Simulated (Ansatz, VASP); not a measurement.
## Two plane-wave programs on In

```
In
1.0
    -1.57737    1.57737    2.54817
     1.57737   -1.57737    2.54817
     1.57737    1.57737   -2.54817
In
1
Direct
  0.00000 0.00000 0.00000
```

Change from the starting cell: strain -0.030 along x and y, +0.030 along z, atoms carried along.

Alike in both runs: task single point; functional PBEsol; k mesh 20 × 20 × 20; occupations gaussian, width 0.15 eV; no spin polarisation.

|  | VASP | Ansatz |
| --- | --- | --- |
| version | VASP 6.6.1 | Ansatz 0.2.0 |
| potentials or method | VASP PAW PBE potentials, release 64 (In_d), cutoff 520 eV | scalar-relativistic, plane waves, PAW |
| valence electrons in the cell | 13 | 13 |

|  | VASP | Ansatz | Ansatz less VASP |
| --- | --- | --- | --- |
| gap on the k mesh at the Fermi level (eV) | none | none | - |
| pressure (GPa) | 0.4 | 0.4 | -0.01 |
| traceless stress, the component that is largest in VASP (GPa) | -0.23 | -0.22 | +0.009 |

VASP's potentials were made for PBE, not for PBEsol. A gap of «none» marks a metal or a gap that the smearing closes.
